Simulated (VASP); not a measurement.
Write the native input for VASP 6.6.1 that does the following.

* Task: single point
* Functional: PBEsol
* Potentials or basis: VASP PAW PBE potentials, release 64 (Cu, O)
* Cutoff: 520 eV
* k mesh: 8 × 8 × 6
* Occupations: fermi-dirac, width 0.05 eV
* Spin: no spin polarisation
* Dipole correction: no
* Further INCAR settings: ALGO = Normal; EDIFF = 1e-07; NBANDS = 25

The structure of CuO lies in POSCAR:

```
CuO
1.0
    3.1754955000      0.0000000000      0.0000000000
    0.0000000000      3.1754955000      0.0000000000
    0.0000000000      0.0000000000      4.6495318700
Cu O
2 2
Direct
    0.0000000000      0.0000000000      0.0000000000
    0.5000000000      0.5000000000      0.0000000000
    0.5000000000      0.0000000000      0.2670000000
    0.0000000000      0.5000000000      0.7330000000
```

One way to write it, as run:

INCAR

```
SYSTEM = CuO
ALGO     = Normal         ! electronic algorithm
EDIFF    = 1E-7           ! SCF threshold, eV
ENCUT    = 520            ! plane-wave cutoff, eV
GGA      = PS             ! functional
ISIF     = 2              ! what is computed and relaxed
ISMEAR   = -1             ! smearing method
LASPH    = .TRUE.         ! aspherical terms in the spheres
LCHARG   = .FALSE.        ! write CHGCAR
LREAL    = .FALSE.        ! projectors in reciprocal space
LWAVE    = .FALSE.        ! write WAVECAR
NBANDS   = 25             ! bands
NELM     = 80             ! most SCF steps
PREC     = Accurate       ! precision mode
SIGMA    = 0.05           ! smearing width, eV
```

KPOINTS

```
k-points
0
G
  8 8 6
  0 0 0
```

Potentials or basis: VASP PAW PBE potentials, release 64 (Cu, O).

Launch:

```sh
$ cat potpaw_PBE.64/Cu/POTCAR potpaw_PBE.64/O/POTCAR > POTCAR
$ mpirun -np 1 vasp_std > vasp.out
```

It gave:

- Pressure: 10.5 GPa
- Largest force: 1.239 eV/Å
- Band gap on the k mesh: zero (band 17 reaches 3.41 eV, above the bottom of band 18 at 2.56 eV)

Caveat: the PAW data sets were made with another functional, which shifts forces and pressure a little; semilocal functionals often make such compounds metallic where correlation or magnetic order opens a gap, which also shifts bond lengths.

Wall time 86 s on 1 thread of Intel Xeon 8259CL, with other jobs on the host, peak memory 0.19 GiB.
